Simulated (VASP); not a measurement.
Input of a VASP 6.6.1 run:

Contents of INCAR:

```
SYSTEM = Fe
PREC = Accurate ; ENCUT = 520
EDIFF = 1E-6 ; ISMEAR = -1
SIGMA = 0.05 ; LREAL = .False.
LASPH = .True. ; NELM = 150
ALGO = Normal ; ISIF = 2
LWAVE = .False. ; LCHARG = .False.
ISPIN = 2 ; MAGMOM = 2.405
LORBIT = 11 ; LMAXMIX = 4
GGA = B5 ; ALDAX = 1.0
AGGAX = 1.0 ; AGGAC = 1.0
ALDAC = 0.0 ; NBANDS = 14
```

The input KPOINTS:

```
regular mesh
0
Gamma
  15 15 15
  0 0 0
```

The input POSCAR:

```
Fe
1.0
    2.4990296987      0.0000000000      0.0000000000
    0.0000000000      2.4990296987      0.0000000000
    0.0000000000      0.0000000000      2.4990296987
Fe
1
Direct
    0.0000000000      0.0000000000      0.0000000000
```

Potentials or basis: VASP PAW PBE potentials, release 64 (Fe).

Launch:

```sh
$ cat potpaw_PBE.64/Fe/POTCAR > POTCAR
$ mpirun -np 1 vasp_std > vasp.out
```

**Question.** What does it give for the net moment?

**Answer.** 2.65 μB per cell.

**Question.** Predict the site moments.

**Answer.** Fe +2.64 μB.
